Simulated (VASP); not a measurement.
# BN (F-43m) in VASP: further runs, part 2 of 2

VASP 6.6.1. Earlier steps stand in the parts before.

## (4) Single point, PBE

This run uses another cell than the first one, of 5.95 Å³/atom, 0.909 times its volume.

INCAR

```
SYSTEM = BN
PREC     = Accurate       ! precision mode
ENCUT    = 520            ! plane-wave cutoff, eV
EDIFF    = 1E-6           ! SCF threshold, eV
ISMEAR   = 0              ! smearing method
SIGMA    = 0.01           ! smearing width, eV
LREAL    = .FALSE.        ! projectors in reciprocal space
LASPH    = .TRUE.         ! aspherical terms in the spheres
NELM     = 80             ! most SCF steps
ALGO     = Normal         ! electronic algorithm
ISIF     = 2              ! what is computed and relaxed
LWAVE    = .FALSE.        ! write WAVECAR
LCHARG   = .FALSE.        ! write CHGCAR
GGA      = PE             ! functional
NBANDS   = 11             ! bands
```

KPOINTS

```
Automatic mesh
0
G
  12 12 12
  0 0 0
```

POSCAR

```
BN
1.0
    0.0000000000      1.8123386232      1.8123386232
    1.8123386232      0.0000000000      1.8123386232
    1.8123386232      1.8123386232      0.0000000000
B N
1 1
Direct
    0.0000000000      0.0000000000      0.0000000000
    0.7500000000      0.7500000000      0.7500000000
```

Potentials or basis: VASP PAW PBE potentials, release 64 (B, N).

Command:

```
cat potpaw_PBE.64/B/POTCAR potpaw_PBE.64/N/POTCAR > POTCAR
mpirun -np 1 vasp_std > vasp.out
```

OUTCAR:

```text
SYSTEM = BN
   PREC = Accurate
   ENCUT = 520
   EDIFF = 1E-6
   ISMEAR = 0
   LREAL = .FALSE.
   LASPH = .TRUE.
   NELM = 80
   ISIF = 2
   GGA = PE

 ion  position               nearest neighbor table
   1  0.000  0.000  0.000-   2 1.57   2 1.57   2 1.57   2 1.57
   2  0.750  0.750  0.750-   1 1.57   1 1.57   1 1.57   1 1.57

  LATTYP: Found a face centered cubic cell.
 ALAT       =     3.6246772464

  Lattice vectors:

 A1 = (   0.0000000000,   1.8123386232,   1.8123386232)
 A2 = (   1.8123386232,   0.0000000000,   1.8123386232)
 A3 = (   1.8123386232,   1.8123386232,   0.0000000000)

Analysis of symmetry for initial positions (statically):
=====================================================================
 Subroutine PRICEL returns:
 Original cell was already a primitive cell.

 Routine SETGRP: Setting up the symmetry group for a
 face centered cubic supercell.

 Subroutine GETGRP returns: Found 24 space group operations
 (whereof 24 operations were pure point group operations)
 out of a pool of 48 trial point group operations.

The static configuration has the point symmetry T_d .

Analysis of symmetry for dynamics (positions and initial velocities):
=====================================================================
 Subroutine PRICEL returns:
 Original cell was already a primitive cell.

 Routine SETGRP: Setting up the symmetry group for a
 face centered cubic supercell.

 Subroutine GETGRP returns: Found 24 space group operations
 (whereof 24 operations were pure point group operations)
 out of a pool of 48 trial point group operations.

The dynamic configuration has the point symmetry T_d .

 Subroutine INISYM returns: Found 24 space group operations
 (whereof 24 operations are pure point group operations),
 and found     1 'primitive' translations

----------------------------------------------------------------------------------------

                                     Primitive cell

  volume of cell :      11.9055

  direct lattice vectors                    reciprocal lattice vectors
[... 112 lines left out ...]
   GGA     = PE    functional components
   LHFCALC =     F    Hartree Fock is set to
   AEXX    =    0.0000 exact exchange contribution
   IVDW    =     0    specifies the selected vdW correction
   LEPSILON=     F    determine dielectric tensor
   LRPA    =     F    only Hartree local field effects (RPA)
 non-spin polarized calculation
 Gauss-broadening in eV      SIGMA  =   0.01
  energy-cutoff  :      520.00
  volume of cell :       11.91
 maximum number of plane-waves:       332
   NGX =  9   NGY =  9   NGZ =  9

 number of electron       7.9999999 magnetization

 Free energy of the ion-electron system (eV)
  ---------------------------------------------------
  ext. energy  EPLUGINS =         0.00000000
  ---------------------------------------------------
  free energy    TOTEN  =       -17.45101242 eV

  energy without entropy =      -17.45101242  energy(sigma->0) =      -17.45101242

 E-fermi :   7.4063     XC(G=0): -12.7825

 val. band max:        7.3044554042   @ k =   0.0000   0.0000   0.0000
 cond. band min:      11.7552605020   @ k =   0.5000   0.5000   0.0000
 fundamental gap:      4.4508050978
 Fermi energy:         7.4063063951

 k-point     1 :       0.0000    0.0000    0.0000
  band No.  band energies     occupation
      1     -12.8353      2.00000
      2       7.3045      2.00000
      3       7.3045      2.00000
      4       7.3045      2.00000
      5      16.0862      0.00000
      6      16.0862      0.00000
      7      16.0862      0.00000
      8      17.5236      0.00000
      9      31.9063      0.00000
     10      34.9753      0.00000
     11      34.9753      0.00000
[... 309 lines left out ...]
 k-point    24 :      -0.4167    0.1667    0.0000
  band No.  band energies     occupation
      1      -8.2956      2.00000
      2      -2.6238      2.00000
      3       3.2083      2.00000
      4       4.7582      2.00000
      5      16.5770      0.00000
      6      19.4111      0.00000
      7      19.4872      0.00000
      8      22.8908      0.00000
      9      28.2597      0.00000
     10      32.5564      0.00000
     11      33.8244      0.00000

 [... further k-points ...]
[... 5 lines left out ...]
  --------------------------------------------------------------------------------------
  -------------------------------------------------------------------------------------
  Total        0.0183849      0.0183849      0.0183849     -0.0000000     -0.0000000     -0.0000000
  in kB        2.4741374      2.4741374      2.4741374     -0.0000000     -0.0000000     -0.0000000
  external PRESSURE =       2.4741374 kB  Pullay stress =       0.0000000 kB

 VOLUME and BASIS-vectors are now :
 -----------------------------------------------------------------------------
  energy-cutoff  :      520.00
  volume of cell :       11.91
      direct lattice vectors                 reciprocal lattice vectors
     0.000000000  1.812338623  1.812338623    -0.275886633  0.275886633  0.275886633
     1.812338623  0.000000000  1.812338623     0.275886633 -0.275886633  0.275886633
     1.812338623  1.812338623  0.000000000     0.275886633  0.275886633 -0.275886633

 POSITION                                       TOTAL-FORCE (eV/Angst)
 -----------------------------------------------------------------------------------
      0.00000      0.00000      0.00000         0.000000      0.000000      0.000000
      2.71851      2.71851      2.71851        -0.000000     -0.000000     -0.000000
 -----------------------------------------------------------------------------------
    total drift:                               -0.000000     -0.000000     -0.000000

  FREE ENERGIE OF THE ION-ELECTRON SYSTEM (eV)
  ---------------------------------------------------
  free  energy   TOTEN  =       -17.4510124220 eV

  energy  without entropy=      -17.4510124220  energy(sigma->0) =      -17.45101242
```

OSZICAR:

```text
N       E                     dE             d eps       ncg     rms          rms(c)
DAV:   1     0.102333922008E+02    0.10233E+02   -0.50470E+03  1624   0.724E+02
DAV:   2    -0.179076553484E+02   -0.28141E+02   -0.27347E+02  1900   0.165E+02
DAV:   3    -0.184032143170E+02   -0.49556E+00   -0.49492E+00  1878   0.188E+01
DAV:   4    -0.184037658601E+02   -0.55154E-03   -0.55154E-03  1686   0.713E-01
DAV:   5    -0.184037663655E+02   -0.50542E-06   -0.50544E-06  1833   0.212E-02    0.666E+00
DAV:   6    -0.175342686771E+02    0.86950E+00   -0.29481E+00  1665   0.988E+00    0.324E+00
DAV:   7    -0.174648221505E+02    0.69447E-01   -0.10051E-01  1773   0.262E+00    0.191E+00
DAV:   8    -0.174507476200E+02    0.14075E-01   -0.35218E-02  1763   0.136E+00    0.188E-01
DAV:   9    -0.174509188136E+02   -0.17119E-03   -0.97901E-04  1677   0.258E-01    0.828E-02
DAV:  10    -0.174510070541E+02   -0.88241E-04   -0.12332E-04  1718   0.948E-02    0.150E-02
DAV:  11    -0.174510124008E+02   -0.53466E-05   -0.94846E-06  1812   0.252E-02    0.106E-02
DAV:  12    -0.174510124220E+02   -0.21190E-07   -0.15985E-06   972   0.870E-03
   1 F= -.17451012E+02 E0= -.17451012E+02  d E =-.868125E-50
```

Run time: 5.3 s. Hardware: 1 thread of Intel Xeon Platinum 8488C (Sapphire Rapids), shared host; peak memory 0.12 GiB.

What came out:

* Free energy: -17.4510 eV
* Pressure: 0.2 GPa
* Band gap on the k mesh: 4.45 eV, indirect (least direct gap 8.78 eV)

Levels at points of the mesh, in eV from the valence-band top:
```
           k point  band 1  band 2  band 3  band 4  band 5  band 6  band 7  band 8  band 9
(0.00, 0.00, 0.00)  -20.14    0.00    0.00    0.00    8.78    8.78    8.78   10.22   24.60
(0.50, 0.00, 0.00)  -15.96  -10.62   -1.93   -1.93   10.04   10.66   10.66   15.17   23.34
(0.50, 0.50, 0.00)  -14.61   -8.86   -4.86   -4.86    4.45    9.19   17.80   17.80   20.65
```

A k mesh can miss the band edges. As with any semilocal functional, this PBE gap is likely too small.

## (5) Relaxation of cell and atoms, PBE

This run uses another cell than the first one, of 5.96 Å³/atom, 0.910 times its volume.

INCAR

```
PREC = Accurate ; ENCUT = 600
EDIFF = 1E-6 ; ISMEAR = 0
SIGMA = 0.02 ; LREAL = False
LASPH = True ; NELM = 80
ALGO = Normal ; ISIF = 3
LWAVE = False ; LCHARG = False
GGA = PE ; IBRION = 2
NSW = 100 ; EDIFFG = -0.005
```

KPOINTS

```
regular mesh
0
Gamma
  12 12 12
```

POSCAR

```
BN
1.0
    0.0000000000      1.8130010000      1.8130010000
    1.8130010000      0.0000000000      1.8130010000
    1.8130010000      1.8130010000      0.0000000000
B N
1 1
Direct
    0.0000000000      0.0000000000      0.0000000000
    0.7500000000      0.7500000000      0.7500000000
```

Potentials or basis: VASP PAW PBE potentials, release 64 (B, N).

Command:

```
cat potpaw_PBE.64/B/POTCAR potpaw_PBE.64/N/POTCAR > POTCAR
mpirun -np 1 vasp_std > vasp.out
```

OUTCAR:

```text
PREC = Accurate
   ENCUT = 600
   EDIFF = 1E-6
   ISMEAR = 0
   LREAL = False
   LASPH = True
   NELM = 80
   ISIF = 3
   GGA = PE
   IBRION = 2
   NSW = 100
   EDIFFG = -0.005

 ion  position               nearest neighbor table
   1  0.000  0.000  0.000-   2 1.57   2 1.57   2 1.57   2 1.57
   2  0.750  0.750  0.750-   1 1.57   1 1.57   1 1.57   1 1.57

  LATTYP: Found a face centered cubic cell.
 ALAT       =     3.6260020000

  Lattice vectors:

 A1 = (   0.0000000000,   1.8130010000,   1.8130010000)
 A2 = (   1.8130010000,   0.0000000000,   1.8130010000)
 A3 = (   1.8130010000,   1.8130010000,   0.0000000000)

Analysis of symmetry for initial positions (statically):
=====================================================================
 Subroutine PRICEL returns:
 Original cell was already a primitive cell.

 Routine SETGRP: Setting up the symmetry group for a
 face centered cubic supercell.

 Subroutine GETGRP returns: Found 24 space group operations
 (whereof 24 operations were pure point group operations)
 out of a pool of 48 trial point group operations.

[... 169 lines left out ...]
  --------------------------------------------------------------------------------------
  -------------------------------------------------------------------------------------
  Total       -0.0324854     -0.0324854     -0.0324854      0.0000000     -0.0000000      0.0000000
  in kB       -4.3669105     -4.3669105     -4.3669105      0.0000000     -0.0000000      0.0000000
  external PRESSURE =      -4.3669105 kB  Pullay stress =       0.0000000 kB
[... 59 lines left out ...]
--------------------------------------- Ionic step        3  -------------------------------------------

 number of electron       7.9999999 magnetization

 Free energy of the ion-electron system (eV)
  ---------------------------------------------------
  ext. energy  EPLUGINS =         0.00000000
  ---------------------------------------------------
  free energy    TOTEN  =       -17.45465494 eV

  energy without entropy =      -17.45465494  energy(sigma->0) =      -17.45465494

 E-fermi :   7.4024     XC(G=0): -12.7830

 val. band max:        7.3051086750   @ k =   0.0000   0.0000   0.0000
 cond. band min:      11.7562074829   @ k =   0.5000   0.5000   0.0000
 fundamental gap:      4.4510988079
 Fermi energy:         7.4023831167

 k-point     1 :       0.0000    0.0000    0.0000
  band No.  band energies     occupation
      1     -12.8357      2.00000
      2       7.3051      2.00000
      3       7.3051      2.00000
      4       7.3051      2.00000
      5      16.0871      0.00000
      6      16.0871      0.00000
      7      16.0871      0.00000
      8      17.5264      0.00000
[... 243 lines left out ...]
 k-point    24 :      -0.4167    0.1667    0.0000
  band No.  band energies     occupation
      1      -8.2961      2.00000
      2      -2.6245      2.00000
      3       3.2087      2.00000
      4       4.7586      2.00000
      5      16.5781      0.00000
      6      19.4130      0.00000
      7      19.4885      0.00000
      8      22.8920      0.00000

 [... further k-points ...]
[... 5 lines left out ...]
  --------------------------------------------------------------------------------------
  -------------------------------------------------------------------------------------
  Total       -0.0000005     -0.0000005     -0.0000005      0.0000000      0.0000000      0.0000000
  in kB       -0.0000669     -0.0000669     -0.0000669      0.0000000      0.0000000      0.0000000
  external PRESSURE =      -0.0000669 kB  Pullay stress =       0.0000000 kB
[... 17 lines left out ...]
  FREE ENERGIE OF THE ION-ELECTRON SYSTEM (eV)
  ---------------------------------------------------
  free  energy   TOTEN  =       -17.4546549399 eV

  energy  without entropy=      -17.4546549399  energy(sigma->0) =      -17.45465494

 reached required accuracy - stopping structural energy minimisation
```

OSZICAR:

```text
N       E                     dE             d eps       ncg     rms          rms(c)
DAV:   1     0.164931453512E+02    0.16493E+02   -0.55231E+03  1160   0.110E+03
DAV:   2    -0.180817344466E+02   -0.34575E+02   -0.33954E+02  1576   0.207E+02
DAV:   3    -0.184058758498E+02   -0.32414E+00   -0.32414E+00  1312   0.241E+01
[... 17 lines left out ...]
       N       E                     dE             d eps       ncg     rms          rms(c)
DAV:   1    -0.174546781355E+02   -0.41249E-04   -0.71628E-04  1256   0.276E-01    0.346E-02
DAV:   2    -0.174546564010E+02    0.21735E-04   -0.10032E-04  1416   0.803E-02    0.928E-03
DAV:   3    -0.174546553611E+02    0.10398E-05   -0.25199E-06  1056   0.167E-02    0.386E-03
DAV:   4    -0.174546549399E+02    0.42117E-06   -0.44050E-07   576   0.645E-03
   3 F= -.17454655E+02 E0= -.17454655E+02  d E =-.205430E-04
```

Wall time 7.6 s (1 thread of Intel Xeon Platinum 8488C (Sapphire Rapids), shared host); peak memory 0.12 GiB.

Results:

* Free energy: -17.4547 eV
* Relaxed volume: 5.95 Å³/atom
* Relaxed cell: a = 2.563 Å, b = 2.563 Å, c = 2.563 Å, α = 60.00°, β = 60.00°, γ = 60.00°
* Space group after relaxing (to 0.05 Å): F-43m (No. 216)
* Energy gained by relaxing: 0.0 meV/atom
* Ionic steps: 3
* Pressure after relaxing: 0.0 GPa
* Band gap on the k mesh: 4.45 eV, indirect (least direct gap 8.78 eV)

Final structure:
```
CELL_PARAMETERS angstrom
0.00000 1.81229 1.81229
1.81229 0.00000 1.81229
1.81229 1.81229 0.00000
ATOMIC_POSITIONS crystal
B 0.00000 0.00000 0.00000
N 0.75000 0.75000 0.75000
```

A k mesh can miss the band edges. Expect the measured gap to be larger: semilocal functionals such as PBE lack the derivative discontinuity.

## (6) Relaxation of cell and atoms, PBE

This run uses another cell than the first one, of 5.95 Å³/atom, 0.909 times its volume.

INCAR

```
ALGO = Normal ; EDIFF = 1E-6
EDIFFG = -0.001 ; ENCUT = 600
GGA = PE ; IBRION = 2
ISIF = 3 ; ISMEAR = 0
LASPH = True ; LCHARG = False
LREAL = False ; LWAVE = False
NELM = 60 ; NSW = 80
PREC = Accurate ; SIGMA = 0.01
```

KPOINTS

```
k-points
0
Gamma
  12 12 12
```

POSCAR

```
BN
1.0
    0.0000000000      1.8123485120      1.8123485120
    1.8123485120      0.0000000000      1.8123485120
    1.8123485120      1.8123485120      0.0000000000
B N
1 1
Direct
    0.0000000000      0.0000000000      0.0000000000
    0.7500000000      0.7500000000      0.7500000000
```

Potentials or basis: VASP PAW PBE potentials, release 64 (B, N).

Command:

```
cat potpaw_PBE.64/B/POTCAR potpaw_PBE.64/N/POTCAR > POTCAR
mpirun -np 1 vasp_std > vasp.out
```

It took 5.4 s on 1 thread of Intel Xeon Platinum 8488C (Sapphire Rapids), shared host; peak memory 0.11 GiB.

The run converged. Its results:

```yaml
Free_energy: -17.4546 eV
Relaxed_volume: 5.95 Å³/atom
Relaxed_cell: a = 2.563 Å, b = 2.563 Å, c = 2.563 Å, α = 60.00°, β = 60.00°, γ = 60.00°
Space_group_after_relaxing_to_0.05_Å: F-43m (No. 216)
Energy_gained_by_relaxing: 0.0 meV/atom
Ionic_steps: 2
Pressure_after_relaxing: 0.0 GPa
Band_gap_on_the_k_mesh: 4.45 eV, indirect (least direct gap 8.78 eV)
```

Final structure:
```
B N
1.0
     0.00000    1.81224    1.81224
     1.81224    0.00000    1.81224
     1.81224    1.81224    0.00000
B N
1 1
Cartesian
  0.0000 0.0000 0.0000
  2.7184 2.7184 2.7184
```

Levels at points of the mesh, in eV from the valence-band top:
```tsv
k point	band 1	band 2	band 3	band 4	band 5	band 6	band 7	band 8
(0.00, 0.00, 0.00)	-20.14	0.00	0.00	0.00	8.78	8.78	8.78	10.22
(0.50, 0.00, 0.00)	-15.96	-10.62	-1.93	-1.93	10.04	10.66	10.66	15.18
(0.50, 0.50, 0.00)	-14.61	-8.86	-4.87	-4.87	4.45	9.19	17.80	17.80
```

A k mesh can miss the band edges. PBE gaps usually lie below the measured ones, often by a third to a half.

## (7) The runs side by side

| task | cell | cutoff (eV) | smearing | gap on the mesh (eV) | pressure (GPa) | relaxed volume (Å³/atom) |
| --- | --- | --- | --- | --- | --- | --- |
| single point | a = 2.646 Å, angles 60.0°, 2 atoms | 520 | gaussian 0.02 eV | 4.34 | -29.7 | - |
| single point | a = 2.563 Å, angles 60.0°, 2 atoms | 520 | gaussian 0.02 eV | 4.45 | 0.2 | - |
| single point | a = 2.563 Å, angles 60.0°, 2 atoms | 520 | gaussian 0.01 eV | 4.45 | 0.2 | - |
| relaxation of cell and atoms | relaxed from a = 2.564 Å, angles 60.0°, 2 atoms | 600 | gaussian 0.02 eV | 4.45 | 0.0 | 5.95 |
| relaxation of cell and atoms | relaxed from a = 2.563 Å, angles 60.0°, 2 atoms | 600 | gaussian 0.01 eV | 4.45 | 0.0 | 5.95 |

Alike in all rows: level PBE; potentials or basis VASP PAW PBE potentials, release 64 (B, N); no spin polarisation; k mesh 12 × 12 × 12.

Total energies depend on the potentials used, so only differences within one code and one set of settings carry meaning.
